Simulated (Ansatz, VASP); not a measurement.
## BN in VASP and in Ansatz

File INCAR:

```
PREC = Accurate ; ENCUT = 520
EDIFF = 1E-6 ; ISMEAR = 0
SIGMA = 0.05 ; LREAL = F
LASPH = T ; NELM = 60
ALGO = Normal ; ISIF = 2
LWAVE = F ; LCHARG = F
GGA = PE ; NBANDS = 16
```

KPOINTS

```
regular mesh
0
Gamma
  12 12 6
```

POSCAR

```
BN
1.0
    2.5539396017      0.0159621225      0.0000000000
   -1.2631461973      2.2037955135      0.0000000000
    0.0000000000      0.0000000000      4.2268550000
B N
2 2
Direct
    0.6666666667      0.3333333333      0.9997240000
    0.3333333333      0.6666666667      0.4997240000
    0.6666666667      0.3333333333      0.6252760000
    0.3333333333      0.6666666667      0.1252760000
```

Input for Ansatz:

```yaml
crystal:
  lattice:
    - [2.5539396017, 0.0159621225, 0.0]
    - [-1.2631461973, 2.2037955135, 0.0]
    - [0.0, 0.0, 4.226855]
  atoms:
    - { symbol: B, position: [0.6666666667, 0.3333333333, 0.999724] }
    - { symbol: B, position: [0.3333333333, 0.6666666667, 0.499724] }
    - { symbol: "N", position: [0.6666666667, 0.3333333333, 0.625276] }
    - { symbol: "N", position: [0.3333333333, 0.6666666667, 0.125276] }
basis:
  ecutwfc: 420
kpoints:
  mp_grid: { grid: [12, 12, 6] }
hamiltonian:
  xc: pbe
scf:
  occupations: { method: gaussian, width: 0.05 }
output:
  forces: true
  stress: true
  eigenvalues: true
```

Change from the starting cell: strain +0.0125 x Voigt [0, 0, 0, 0, 0, 1], atoms carried along.

Alike in both runs: task single point; functional PBE; k mesh 12 × 12 × 6; occupations gaussian, width 0.05 eV; no spin polarisation.

```csv
,VASP,Ansatz
version,VASP 6.6.1,Ansatz 0.2.0
potentials or method,"VASP PAW PBE potentials, release 64 (B, N), cutoff 520 eV","scalar-relativistic, plane waves, PAW"
valence electrons in the cell,16,16
```

|  | VASP | Ansatz | Ansatz less VASP |
| --- | --- | --- | --- |
| gap on the k mesh at the Fermi level (eV) | 5.16 | 5.18 | +0.017 |
| least direct gap on the mesh (eV) | 8.18 | 8.19 | +0.012 |
| pressure (GPa) | 0.2 | 0.0 | -0.24 |
| traceless stress, the component that is largest in VASP (GPa) | -5.12 | -5.09 | +0.029 |
| rms of the force components (eV/Å) | 0.026 | 0.025 | -0.0006 |

Atom by atom the forces differ by 0.002 eV/Å (rms over components).
